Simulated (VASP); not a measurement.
**MgB2: relaxation of cell and atoms with PBE**

The system is MgB2.

```
Mg B
1.0
     3.08500    0.00000    0.00000
    -1.54250    2.67169    0.00000
     0.00000    0.00000    3.52300
Mg B
1 2
Direct
  0.00000 0.00000 0.00000
  0.66667 0.33333 0.50000
  0.33333 0.66667 0.50000
```

| Item | Value |
| --- | --- |
| Program | VASP 6.6.1 |
| Task | relaxation of cell and atoms |
| Functional | PBE |
| Potentials or basis | VASP PAW PBE potentials, release 64 (Mg, B) |
| Cutoff | 600 eV |
| k mesh | 10 × 10 × 8 |
| Occupations | fermi-dirac, width 0.05 eV |
| Spin | no spin polarisation |
| Dipole correction | no |
| Further INCAR settings | ALGO = Normal; EDIFF = 1e-07; IBRION = 2; EDIFFG = -0.01; NSW = 60; ISIF = 3 |

```yaml
Relaxed_volume: 9.60 Å³/atom
Relaxed_cell: a = 3.078 Å, b = 3.078 Å, c = 3.509 Å, α = 90.00°, β = 90.00°, γ = 120.00°
Space_group_after_relaxing_to_0.05_Å: P6/mmm (No. 191)
Energy_gained_by_relaxing: 0.3 meV/atom
Ionic_steps: 4
Pressure_after_relaxing: 0.0 GPa
Band_gap_on_the_k_mesh: zero (band 4 reaches 6.46 eV, above the bottom of band 5 at 3.98 eV)
```

Stress tensor (GPa, compression positive):
```
 0.08  0.00  0.00
 0.00  0.08  0.00
 0.00  0.00 -0.13
```

The path:
```
step  energy change (eV)  largest force (eV/Å)  pressure (GPa)  volume (Å³)
   1              0.0000                0.0000           -1.18        29.04
   2             -0.0008                0.0000            0.37        28.74
   3             -0.0009                0.0000            0.02        28.81
   4             -0.0009                0.0000            0.01        28.80
```

Final structure:
```
Mg B
1.0
     3.07835    0.00000    0.00000
    -1.53918    2.66593    0.00000
     0.00000    0.00000    3.50890
Mg B
1 2
Direct
  0.00000 0.00000 0.00000
  0.66667 0.33333 0.50000
  0.33333 0.66667 0.50000
```

Levels at points of the mesh, in eV from the Fermi level:
| k point | band 2 | band 3 | band 4 | band 5 | band 6 | band 7 |
| --- | --- | --- | --- | --- | --- | --- |
| (0.00, 0.00, 0.00) | -2.97 | 0.32 | 0.32 | 1.66 | 6.28 | 6.28 |
| (0.50, 0.00, 0.00) | -7.90 | -2.22 | 0.18 | 3.06 | 3.83 | 5.34 |
| (0.00, 0.00, 0.50) | -7.50 | 0.71 | 0.71 | 6.61 | 6.61 | 7.93 |
| (0.50, 0.00, 0.50) | -6.98 | -3.63 | -1.93 | -1.35 | 5.70 | 8.78 |

It took 38 s on 1 thread of AMD EPYC 7R43 64-Core Processor (Zen 3), with other jobs on the host, peak memory 0.14 GiB.
